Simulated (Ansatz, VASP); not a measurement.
## One calculation of C, two programs

```xyz
2
Lattice="0.0000 1.6911 1.8246 1.6911 0.0000 1.8246 1.6911 1.6911 0.0000" Properties=species:S:1:pos:R:3 pbc="T T T"
C     1.6911    1.6911    1.8246
C     2.5367    2.5367    2.7370
```

Change from the starting cell: strain -0.050 along x and y, +0.025 along z, atoms carried along.

Alike in both runs: task single point; functional r2SCAN; k mesh 12 × 12 × 12; occupations gaussian, width 0.05 eV; no spin polarisation.

|  | VASP | Ansatz |
| --- | --- | --- |
| version | VASP 6.6.1 | Ansatz 0.2.0 |
| potentials or method | VASP PAW PBE potentials, release 64 (C), cutoff 520 eV | scalar-relativistic, plane waves, PAW |
| valence electrons in the cell | 8 | 8 |

|  | VASP | Ansatz | Ansatz less VASP |
| --- | --- | --- | --- |
| gap on the k mesh at the Fermi level (eV) | 3.49 | 3.52 | +0.034 |
| least direct gap on the mesh (eV) | 5.32 | 5.37 | +0.052 |
| pressure (GPa) | 42.1 | 40.6 | -1.46 |
| traceless stress, the component that is largest in VASP (GPa) | -58.86 | -58.99 | -0.125 |

VASP's potentials were made for PBE, not for r2SCAN. Both programs put the cell under a high pressure, so it lies far from rest at this level.
